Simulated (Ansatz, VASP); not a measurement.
# In3As: VASP beside Ansatz

```
In As
1.0
     4.73009    0.00000    0.00000
     0.00000    4.73009    0.00000
     0.00000    0.00000    4.73009
In As
3 1
Direct
  0.00000 0.50000 0.50000
  0.50000 0.00000 0.50000
  0.50000 0.50000 0.00000
  0.00000 0.00000 0.00000
```

Alike in both runs: functional RPBE; k mesh 4 × 4 × 4; occupations fermi-dirac, width 0.01 eV; no spin polarisation.

Ansatz relaxed the structure, and its values are those at the end. VASP's run is a single point on that final structure, the one shown.

|  | VASP | Ansatz |
| --- | --- | --- |
| version | VASP 6.6.1 | Ansatz 0.2.0 |
| potentials or method | VASP PAW PBE potentials, release 64 (In_d, As), cutoff 520 eV | plane waves, PAW |
| valence electrons in the cell | 44 | 54 |

```csv
,VASP,Ansatz,Ansatz less VASP
pressure (GPa),0.0,0.0,+0.01
```

VASP's potentials were made for PBE, not for RPBE. VASP's potentials hold 44 valence electrons a cell and Ansatz's 54, so a difference there can come from the potentials and not from the codes. Ansatz's warnings: stress scf threshold loose.
